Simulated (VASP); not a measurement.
# Ti (Fm-3m) in VASP: single point with PBE

Aim: the single point of Ti with PBE.

Everything below comes from runs of VASP 6.6.1. Logs are shortened: lines on timing, memory, paths and dates and some standing lists are left out, and cuts for length are marked.

## Step 1: The cell of the first run

Symmetry: Fm-3m, No. 225, cubic system. Conventional cell: a = 3.987 Å, b = 3.987 Å, c = 3.987 Å, α = 90.00°, β = 90.00°, γ = 90.00°. Within 3.7 Å of Ti (site symmetry m-3m) lie 12 Ti at 2.82 Å.

## Step 2: Single point, PBE, collinear spin, zero start

INCAR reads:

```
SYSTEM = Ti
PREC     = Accurate       ! precision mode
ENCUT    = 500            ! plane-wave cutoff, eV
EDIFF    = 1E-6           ! SCF threshold, eV
ISMEAR   = -1             ! smearing method
SIGMA    = 0.1            ! smearing width, eV
LREAL    = .FALSE.        ! projectors in reciprocal space
LASPH    = .TRUE.         ! aspherical terms in the spheres
NELM     = 200            ! most SCF steps
ALGO     = Normal         ! electronic algorithm
ISIF     = 2              ! what is computed and relaxed
LWAVE    = .FALSE.        ! write WAVECAR
LCHARG   = .FALSE.        ! write CHGCAR
ISPIN    = 2              ! spin polarisation
MAGMOM   = 0              ! initial moments
LORBIT   = 11             ! projections on sites
LMAXMIX  = 4              ! l up to which the mixer works
GGA      = PE             ! functional
NBANDS   = 16             ! bands
GGA_COMPAT= .FALSE.
```

KPOINTS reads:

```
Automatic mesh
0
G
  8 8 8
  0 0 0
```

POSCAR reads:

```
Ti
1.0
    0.0000000000      1.9935000000      1.9935000000
    1.9935000000      0.0000000000      1.9935000000
    1.9935000000      1.9935000000      0.0000000000
Ti
1
Direct
    0.0000000000      0.0000000000      0.0000000000
```

Potentials or basis: VASP PAW PBE potentials, release 64 (Ti_sv).

The run is started by

```sh
$ cat potpaw_PBE.64/Ti_sv/POTCAR > POTCAR
$ mpirun -np 1 vasp_std > vasp.out
```

OUTCAR:

```text
SYSTEM = Ti
   PREC = Accurate
   ENCUT = 500
   EDIFF = 1E-6
   ISMEAR = -1
   LREAL = .FALSE.
   LASPH = .TRUE.
   NELM = 200
   ISIF = 2
   ISPIN = 2
   LORBIT = 11
   GGA = PE

 ion  position               nearest neighbor table
   1  0.000  0.000  0.000-

  LATTYP: Found a face centered cubic cell.
 ALAT       =     3.9870000000

  Lattice vectors:

 A1 = (   0.0000000000,   1.9935000000,   1.9935000000)
 A2 = (   1.9935000000,   0.0000000000,   1.9935000000)
 A3 = (   1.9935000000,   1.9935000000,   0.0000000000)

Analysis of symmetry for initial positions (statically):
=====================================================================
 Subroutine PRICEL returns:
 Original cell was already a primitive cell.

 Routine SETGRP: Setting up the symmetry group for a
 face centered cubic supercell.

 Subroutine GETGRP returns: Found 48 space group operations
 (whereof 48 operations were pure point group operations)
 out of a pool of 48 trial point group operations.

The static configuration has the point symmetry O_h .

Analysis of symmetry for dynamics (positions and initial velocities):
=====================================================================
 Subroutine PRICEL returns:
 Original cell was already a primitive cell.

 Routine SETGRP: Setting up the symmetry group for a
 face centered cubic supercell.

 Subroutine GETGRP returns: Found 48 space group operations
 (whereof 48 operations were pure point group operations)
 out of a pool of 48 trial point group operations.

The dynamic configuration has the point symmetry O_h .

Analysis of structural, dynamic, and magnetic symmetry:
=====================================================================
 Subroutine PRICEL returns:
 Original cell was already a primitive cell.

 Routine SETGRP: Setting up the symmetry group for a
 face centered cubic supercell.

 Subroutine GETGRP returns: Found 48 space group operations
 (whereof 48 operations were pure point group operations)
 out of a pool of 48 trial point group operations.

The overall configuration has the point symmetry O_h .

 Subroutine INISYM returns: Found 48 space group operations
 (whereof 48 operations are pure point group operations),
 and found     1 'primitive' translations

----------------------------------------------------------------------------------------

                                     Primitive cell

  volume of cell :      15.8445

  direct lattice vectors                    reciprocal lattice vectors
     0.000000000  1.993500000  1.993500000    -0.250815149  0.250815149  0.250815149
     1.993500000  0.000000000  1.993500000     0.250815149 -0.250815149  0.250815149
     1.993500000  1.993500000  0.000000000     0.250815149  0.250815149 -0.250815149

  length of vectors
     2.819234737  2.819234737  2.819234737     0.434424582  0.434424582  0.434424582

  position of ions in fractional coordinates (direct lattice)
     0.000000000  0.000000000  0.000000000

  ion indices of the primitive-cell ions
   primitive index   ion index
                 1           1

----------------------------------------------------------------------------------------

 KPOINTS: Automatic mesh

Automatic generation of k-mesh.
 Grid dimensions read from file:
 generate k-points for:    8    8    8

 Generating k-lattice:

  Cartesian coordinates                     Fractional coordinates (reciprocal lattice)
    -0.031351894  0.031351894  0.031351894     0.125000000  0.000000000  0.000000000
     0.031351894 -0.031351894  0.031351894     0.000000000  0.125000000  0.000000000
     0.031351894  0.031351894 -0.031351894     0.000000000  0.000000000  0.125000000

  Length of vectors
     0.054303073  0.054303073  0.054303073

  Shift w.r.t. Gamma in fractional coordinates (k-lattice)
     0.000000000  0.000000000  0.000000000

 Subroutine IBZKPT returns following result:
 ===========================================

 Found     29 irreducible k-points:

 Following reciprocal coordinates:
            Coordinates               Weight
  0.000000  0.000000  0.000000      1.000000
  0.125000  0.000000  0.000000      8.000000
  0.250000  0.000000  0.000000      8.000000
  0.375000  0.000000  0.000000      8.000000
  0.500000  0.000000  0.000000      4.000000
  0.125000  0.125000  0.000000      6.000000
[... 16 lines left out ...]
  0.500000  0.250000  0.125000     48.000000
 -0.375000  0.250000  0.125000     24.000000
 [... further k-points ...]
   k-points           NKPTS =     29   k-points in BZ     NKDIM =     29   number of bands    NBANDS=     16
   number of dos      NEDOS =    301   number of ions     NIONS =      1
   total plane-waves  NPLWV =  13824
   dimension x,y,z NGX =    24 NGY =   24 NGZ =   24
   dimension x,y,z NGXF=    48 NGYF=   48 NGZF=   48
   ions per type =               1
   NGX,Y,Z   is equivalent  to a cutoff of  14.15, 14.15, 14.15 a.u.
   NGXF,Y,Z  is equivalent  to a cutoff of  28.30, 28.30, 28.30 a.u.
 SYSTEM =  Ti
   PREC   = accura    normal or accurate (medium, high low for compatibility)
   ISTART =      0    job   : 0-new  1-cont  2-samecut
   ICHARG =      2    charge: 1-file 2-atom 10-const
   ISPIN  =      2    spin polarized calculation?
   LNONCOLLINEAR =      F non collinear calculations
   LSORBIT =      F    spin-orbit coupling
   LASPH  =      T    aspherical Exc in radial PAW
   ENCUT  =  500.0 eV  36.75 Ry    6.06 a.u.   5.14  5.14  5.14*2*pi/ulx,y,z
   NELM   =    200;   NELMIN=  2; NELMDL= -5     # of ELM steps
   EDIFF  = 0.1E-05   stopping-criterion for ELM
   LREAL  =      F    real-space projection
   EDIFFG = 0.1E-04   stopping-criterion for IOM
   NSW    =      0    number of steps for IOM
   IBRION =     -1    ionic relax: 0-MD 1-quasi-New 2-CG
   NFREE  =      0    steps in history (QN), initial steepest desc. (CG)
   ISIF   =      2    stress and relaxation
   ISYM   =      2    0-nonsym 1-usesym 2-fastsym
   POTIM  = 0.5000    time-step for ionic-motion
   TEBEG  =    0.0;   TEEND  =   0.0 temperature during run
   PSTRESS=    0.0 pullay stress
   NELECT =      12.0000    total number of electrons
   NUPDOWN=      -1.0000    fix difference up-down
   EMIN   =  10.00;   EMAX   =-10.00  energy-range for DOS
   EFERMI =   0.00;   METHOD = LEGACY
   ISMEAR =    -1;   SIGMA  =   0.10  broadening in eV -4-tet -1-fermi 0-gaus
   EFERMI_NEDOS =   21; number of points for ismear=-14 and -15
   IALGO  =     38    algorithm
   IMIX   =      4    mixing-type and parameters
     AMIX     =   0.40;   BMIX     =  1.00
     AMIX_MAG =   1.60;   BMIX_MAG =  1.00
  volume/ion in A,a.u.               =      15.84       106.92
  Fermi-wavevector in a.u.,A,eV,Ry     =   1.492253  2.819948 30.297695  2.226818
  Thomas-Fermi vector in A             =   2.604804
   LORBIT       =     11    0 simple, 1 ext, 2 COOP (PROOUT), +10 PAW based schemes
   GGA     = PE    functional components
   LHFCALC =     F    Hartree Fock is set to
   AEXX    =    0.0000 exact exchange contribution
   IVDW    =     0    specifies the selected vdW correction
   LEPSILON=     F    determine dielectric tensor
   LRPA    =     F    only Hartree local field effects (RPA)
 spin polarized calculation
  energy-cutoff  :      500.00
  volume of cell :       15.84
 maximum number of plane-waves:       415
 NGX is ok and might be reduce to    24
   NGX = 11   NGY = 11   NGZ = 11

 number of electron      11.9999998 magnetization       0.0000001

 number of electron      11.9999998 magnetization      -0.0000028

 Free energy of the ion-electron system (eV)
  ---------------------------------------------------
  ext. energy  EPLUGINS =         0.00000000
  ---------------------------------------------------
  free energy    TOTEN  =        -7.75057691 eV

  energy without entropy =       -7.69681292  energy(sigma->0) =       -7.72369492

 E-fermi :   9.2506     XC(G=0): -11.9367

 val. band max:        9.2040729630   @ k =  -0.3750   0.1250   0.0000
 cond. band min:       9.2979604438   @ k =   0.2500   0.0000   0.0000
 fundamental gap:      0.0938874808
 Fermi energy:         9.2505692523

 spin component 1

 k-point     1 :       0.0000    0.0000    0.0000
  band No.  band energies     occupation
      1     -47.3194      1.00000
      2     -23.0563      1.00000
      3     -23.0563      1.00000
      4     -23.0563      1.00000
      5       2.9303      1.00000
      6      10.1662      0.00011
[... 8 lines left out ...]
     15      33.8920      0.00000
     16      35.6500      0.00000

 k-point     2 :       0.1250    0.0000    0.0000
  band No.  band energies     occupation
      1     -47.2938      1.00000
      2     -23.1931      1.00000
      3     -23.0730      1.00000
      4     -23.0730      1.00000
      5       3.4701      1.00000
      6       9.8421      0.00269
[... 8 lines left out ...]
     15      34.0900      0.00000
     16      35.2728      0.00000
[... 387 lines left out ...]
      5       7.1212      1.00000
      6       8.5558      0.99904
[... 8 lines left out ...]
     15      32.9939      0.00000
     16      37.0650      0.00000

 k-point    24 :      -0.3750    0.2500    0.1250
  band No.  band energies     occupation
      1     -47.1135      1.00000
      2     -23.8277      1.00000
      3     -23.4046      1.00000
      4     -23.2428      1.00000
      5       7.5393      1.00000
      6       8.3886      0.99982
[... 8 lines left out ...]
     15      33.4959      0.00000
     16      37.3662      0.00000

 [... further k-points ...]

 spin component 2

 k-point     1 :       0.0000    0.0000    0.0000
  band No.  band energies     occupation
      1     -47.3195      1.00000
      2     -23.0563      1.00000
      3     -23.0563      1.00000
      4     -23.0563      1.00000
      5       2.9300      1.00000
      6      10.1662      0.00011
[... 8 lines left out ...]
     15      33.8919      0.00000
     16      35.6500      0.00000

 k-point     2 :       0.1250    0.0000    0.0000
  band No.  band energies     occupation
      1     -47.2939      1.00000
      2     -23.1931      1.00000
      3     -23.0730      1.00000
      4     -23.0730      1.00000
      5       3.4699      1.00000
      6       9.8421      0.00269
[... 8 lines left out ...]
     15      34.0900      0.00000
     16      35.2729      0.00000
[... 387 lines left out ...]
      5       7.1211      1.00000
      6       8.5558      0.99904
[... 8 lines left out ...]
     15      32.9939      0.00000
     16      37.0650      0.00000

 k-point    24 :      -0.3750    0.2500    0.1250
  band No.  band energies     occupation
      1     -47.1136      1.00000
      2     -23.8277      1.00000
      3     -23.4046      1.00000
      4     -23.2428      1.00000
      5       7.5393      1.00000
      6       8.3886      0.99982
[... 8 lines left out ...]
     15      33.4959      0.00000
     16      37.3662      0.00000

 [... further k-points ...]
[... 5 lines left out ...]
  --------------------------------------------------------------------------------------
  -------------------------------------------------------------------------------------
  Total        1.1178631      1.1178631      1.1178631      0.0000000      0.0000000     -0.0000000
  in kB      113.0369615    113.0369615    113.0369615      0.0000000      0.0000000     -0.0000000
  external PRESSURE =     113.0369615 kB  Pullay stress =       0.0000000 kB

 VOLUME and BASIS-vectors are now :
 -----------------------------------------------------------------------------
  energy-cutoff  :      500.00
  volume of cell :       15.84
      direct lattice vectors                 reciprocal lattice vectors
     0.000000000  1.993500000  1.993500000    -0.250815149  0.250815149  0.250815149
     1.993500000  0.000000000  1.993500000     0.250815149 -0.250815149  0.250815149
     1.993500000  1.993500000  0.000000000     0.250815149  0.250815149 -0.250815149

 POSITION                                       TOTAL-FORCE (eV/Angst)
 -----------------------------------------------------------------------------------
      0.00000      0.00000      0.00000         0.000000      0.000000      0.000000
 -----------------------------------------------------------------------------------
    total drift:                                0.000000      0.000000     -0.000000

  FREE ENERGIE OF THE ION-ELECTRON SYSTEM (eV)
  ---------------------------------------------------
  free  energy   TOTEN  =        -7.7505769130 eV

  energy  without entropy=       -7.6968129179  energy(sigma->0) =       -7.72369492

 total charge

# of ion       s       p       d       tot
------------------------------------------
    1        2.266   6.134   1.974  10.374

 magnetization (x)

# of ion       s       p       d       tot
------------------------------------------
    1       -0.000   0.000   0.000  -0.000
```

Wall time 8.1 s (1 thread of Intel Xeon Platinum 8488C (Sapphire Rapids), shared host); peak memory 0.15 GiB.

Results:

```yaml
Free_energy: -7.7506 eV
Pressure: 11.3 GPa
Band_gap_on_the_k_mesh: zero (filled and empty bands overlap)
Net_moment: 0.00 μB per cell
Valence_electrons_inside_the_program's_atomic_spheres: Ti 10.37
```
